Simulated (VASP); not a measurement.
Ba, 1 atom in the cell. Symmetry: Fm-3m, No. 225, cubic system. The conventional cell has a = 6.341 Å, b = 6.341 Å, c = 6.341 Å, α = 90.00°, β = 90.00°, γ = 90.00°. Ba (site symmetry m-3m) has 12 Ba at 4.48 Å within 5.9 Å. 

* Program: VASP 6.6.1
* Task: relaxation of cell and atoms
* Functional: PBE
* Potentials or basis: VASP PAW PBE potentials, release 64 (Ba_sv)
* Cutoff: 600 eV
* k mesh: 12 × 12 × 12
* Occupations: gaussian, width 0.1 eV
* Spin: no spin polarisation
* Dipole correction: no
* Further INCAR settings: ALGO = Fast; EDIFF = 1e-06; IBRION = 2; EDIFFG = -0.01; NSW = 80; ISIF = 3

Potentials or basis: VASP PAW PBE potentials, release 64 (Ba_sv).

Launch:

```bash
$ cat potpaw_PBE.64/Ba_sv/POTCAR > POTCAR
$ mpirun -np 1 vasp_std > vasp.out
```

Hardware: 1 thread of Intel(R) Xeon(R) 6975P-C (Granite Rapids) (shared host).

Problem. How long does it take, and how much memory?

Solution. It took 25 s on 1 thread of Intel(R) Xeon(R) 6975P-C (Granite Rapids) (shared host), peak memory 0.24 GiB. Counts: scf iterations 19, k points 72, ion steps 2.
